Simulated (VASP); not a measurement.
La3Nb2Al6, 11 atoms in the cell. The cell holds a disordered packing, 11 atoms: a = 5.547 Å, b = 6.118 Å, c = 6.045 Å, α = 93.54°, β = 87.28°, γ = 86.15°. 

* Program: VASP 6.6.1
* Task: single point
* Functional: r2SCAN
* Potentials or basis: VASP PAW PBE potentials, release 64 (Nb_sv, La, Al)
* Cutoff: 520 eV
* k mesh: 3 × 3 × 3, shifted
* Occupations: fermi-dirac, width 0.1 eV
* Spin: no spin polarisation
* Dipole correction: no
* Further INCAR settings: ALGO = Normal; EDIFF = 1e-07; NBANDS = 50

Potentials or basis: VASP PAW PBE potentials, release 64 (Nb_sv, La, Al).

The run is started by

```sh
$ cat potpaw_PBE.64/Nb_sv/POTCAR potpaw_PBE.64/La/POTCAR potpaw_PBE.64/Al/POTCAR > POTCAR
$ cp INCAR.step1 INCAR
$ mpirun -np 1 vasp_std > vasp.out
$ cp INCAR.step2 INCAR
$ mpirun -np 1 vasp_std > vasp.out
```

Hardware: 1 thread of AMD EPYC 7R13 Processor (Zen 3), with other jobs on the host.

Q: Estimate the wall time of this run.

A: It took 11 min on 1 thread of AMD EPYC 7R13 Processor (Zen 3), on a shared host, peak memory 0.38 GiB. Counts: k points 14.
